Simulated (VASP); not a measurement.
Wanted: the native input for a VASP 6.6.1 run.

```
Task                   : single point
Functional             : PBE
Potentials or basis    : VASP PAW PBE potentials, release 64 (Er_3, Se), 4f in core
Cutoff                 : 500 eV
k mesh                 : 4 × 4 × 4
Occupations            : gaussian, width 0.1 eV
Spin                   : no spin polarisation
Dipole correction      : no
Further INCAR settings : ALGO = Normal; EDIFF = 1e-06; NBANDS = 29
```

The structure of Er4Se lies in POSCAR:

```
Er4Se
1.0
    4.9030439600      0.0000000000      0.0000000000
    0.0000000000      4.9030439600      0.0000000000
    0.0000000000      0.0000000000      4.9030439600
Er Se
4 1
Direct
    0.5000000000      0.5000000000      0.5000000000
    0.0000000000      0.5000000000      0.5000000000
    0.5000000000      0.0000000000      0.5000000000
    0.5000000000      0.5000000000      0.0000000000
    0.0000000000      0.0000000000      0.0000000000
```

The cell was generated, and may not be a known phase.

These files were run (other wordings do the same):

INCAR

```
PREC = Accurate ; ENCUT = 500
EDIFF = 1E-6 ; ISMEAR = 0
SIGMA = 0.1 ; LREAL = F
LASPH = T ; NELM = 200
ALGO = Normal ; ISIF = 2
LWAVE = F ; LCHARG = F
GGA = PE ; NBANDS = 29
GGA_COMPAT = F ; LMAXMIX = 6
```

KPOINTS

```
regular mesh
0
Gamma
  4 4 4
```

Potentials or basis: VASP PAW PBE potentials, release 64 (Er_3, Se), 4f in core.

The run is started by

```console
$ cat potpaw_PBE.64/Er_3/POTCAR potpaw_PBE.64/Se/POTCAR > POTCAR
$ mpirun -np 1 vasp_std > vasp.out
```

Results of the run:

| Property | Result |
| --- | --- |
| Pressure | 21.4 GPa |
| Band gap on the k mesh | zero (bands 21 and 22 overlap by 2.88 eV) |

Caveat: the cell stands under pressure; spin-orbit coupling is left out, which moves the levels of the heavy elements; the 4f electrons are frozen in the core, so they carry no moment and show no levels; the run has no spin polarisation, though such a crystal can be magnetic.

Run time: 18 s on 1 thread of Intel(R) Xeon(R) 6975P-C (Granite Rapids), on a shared host, peak memory 0.21 GiB.
